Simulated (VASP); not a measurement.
A run of VASP 6.6.1:

Contents of POSCAR:

```
SrO
1.0
    0.0000000000      2.5663000000      2.5663000000
    2.5663000000      0.0000000000      2.5663000000
    2.5663000000      2.5663000000      0.0000000000
Sr O
1 1
Direct
    0.5000000000      0.5000000000      0.5000000000
    0.0000000000      0.0000000000      0.0000000000
```

INCAR.step1

```
SYSTEM = SrO
ALGO = Normal
EDIFF = 1E-5
ENCUT = 520
GGA = PE
ISIF = 2
ISMEAR = -1
LASPH = .True.
LCHARG = .False.
LREAL = .False.
LWAVE = .True.
NBANDS = 15
NELM = 80
PREC = Accurate
SIGMA = 0.05
```

Contents of INCAR.step2:

```
SYSTEM = SrO
AEXX = 0.25
ALGO = Normal
EDIFF = 1E-6
ENCUT = 520
GGA = PE
HFSCREEN = 0.3
ISIF = 2
ISMEAR = -1
ISTART = 1
LASPH = .True.
LCHARG = .False.
LHFCALC = .True.
LREAL = .False.
LWAVE = .False.
NBANDS = 15
NELM = 80
PREC = Accurate
PRECFOCK = Normal
SIGMA = 0.05
```

KPOINTS

```
k-points
0
Gamma
  5 5 5
  0 0 0
```

Potentials or basis: VASP PAW PBE potentials, release 64 (Sr_sv, O).

The run is started by

```sh
$ cat potpaw_PBE.64/Sr_sv/POTCAR potpaw_PBE.64/O/POTCAR > POTCAR
$ cp INCAR.step1 INCAR
$ mpirun -np 1 vasp_std > vasp.out
$ cp INCAR.step2 INCAR
$ mpirun -np 1 vasp_std > vasp.out
```

Hardware: 1 thread of Intel Xeon 8259CL, with other jobs on the host.

How long does it take, and how much memory?

Run time: 53 min on 1 thread of Intel Xeon 8259CL, with other jobs on the host, peak memory 0.28 GiB. Counts: k points 10.
